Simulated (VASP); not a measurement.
Si: single point with r2SCAN

Crystal: Si.

```
Si
1.0
     2.63919    0.00000    0.00000
    -1.31960    2.28561    0.00000
     0.00000    0.00000    4.55316
Si
2
Direct
  0.33333 0.66667 0.22804
  0.66667 0.33333 0.77196
```

This cell differs from its parent crystal: atoms displaced along a vibrational mode.

* Program: VASP 6.6.1
* Task: single point
* Functional: r2SCAN
* Potentials or basis: VASP PAW PBE potentials, release 64 (Si)
* Cutoff: 520 eV
* k mesh: 24 × 24 × 14
* Occupations: gaussian, width 0.15 eV
* Spin: no spin polarisation

The pressure is 2.7 GPa and the largest force is 0.748 eV/Å. The band gap on the k mesh is zero (bands 4 and 5 overlap by 13.64 eV).

Forces in eV/Å, atoms in the order of the input:
```
Si   0.000  0.000  0.748
Si   0.000  0.000 -0.748
```

Stress tensor (GPa, compression positive):
```
1.66 0.00 0.00
0.00 1.66 0.00
0.00 0.00 4.72
```

Levels at points of the mesh, in eV from the Fermi level:
| k point | band 1 | band 2 | band 3 | band 4 | band 5 | band 6 | band 7 | band 8 |
| --- | --- | --- | --- | --- | --- | --- | --- | --- |
| (0.00, 0.00, 0.00) | -16.03 | -8.99 | -7.93 | 9.99 | 9.99 | 11.14 | 11.19 | 11.19 |
| (0.50, 0.00, 0.00) | -9.01 | -8.53 | -2.24 | -1.63 | -1.58 | 0.01 | 4.14 | 6.49 |
| (0.00, 0.00, 0.50) | -14.86 | -13.23 | -0.26 | 0.93 | 10.80 | 10.80 | 11.99 | 11.99 |
| (0.50, 0.00, 0.50) | -7.93 | -7.49 | -6.13 | -5.76 | 5.05 | 5.77 | 6.04 | 6.75 |

It took 5.8 min on 1 thread of Intel(R) Xeon(R) Platinum 8488C (Sapphire Rapids), with other jobs on the host, peak memory 0.29 GiB.

Caveat: the cell differs from its parent crystal (atoms displaced along a vibrational mode); the PAW data sets were made with another functional, which shifts forces and pressure a little.
